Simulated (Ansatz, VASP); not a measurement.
BaTiO3: VASP beside Ansatz

```
Ba Ti O
1.0
     3.81316    0.00000    0.00000
     0.00000    3.81316    0.00000
     0.00000    0.00000    4.53345
Ba Ti O
1 1 3
Direct
  0.50000 0.50000 0.61419
  0.00000 0.00000 0.12480
  0.00000 0.50000 0.05097
  0.50000 0.00000 0.05097
  0.00000 0.00000 0.51906
```

Change from the starting cell: epitaxial_xy strain -4.0%.

Alike in both runs: task single point; functional r2SCAN; k mesh 6 × 6 × 6; no spin polarisation.

|  | VASP | Ansatz |
| --- | --- | --- |
| version | VASP 6.6.1 | Ansatz 0.2.0 |
| potentials or method | VASP PAW PBE potentials, release 64 (Ba_sv, Ti_sv, O) | plane waves, PAW |
| plane-wave cutoff (eV) | 520 | 500 |
| occupations | gaussian, width 0.01 eV | fixed |
| valence electrons in the cell | 40 | 40 |

```csv
,VASP,Ansatz,Ansatz less VASP
gap on the k mesh at the Fermi level (eV),2.34,2.34,+0.002
pressure (GPa),8.0,6.0,-1.99
"traceless stress, the component that is largest in VASP (GPa)",-6.00,-5.96,+0.037
rms of the force components (eV/Å),0.062,0.001,-0.0618
```

VASP's potentials were made for PBE, not for r2SCAN. Atom by atom the forces differ by 0.062 eV/Å (rms over components).

Neither program's run includes spin-orbit coupling.
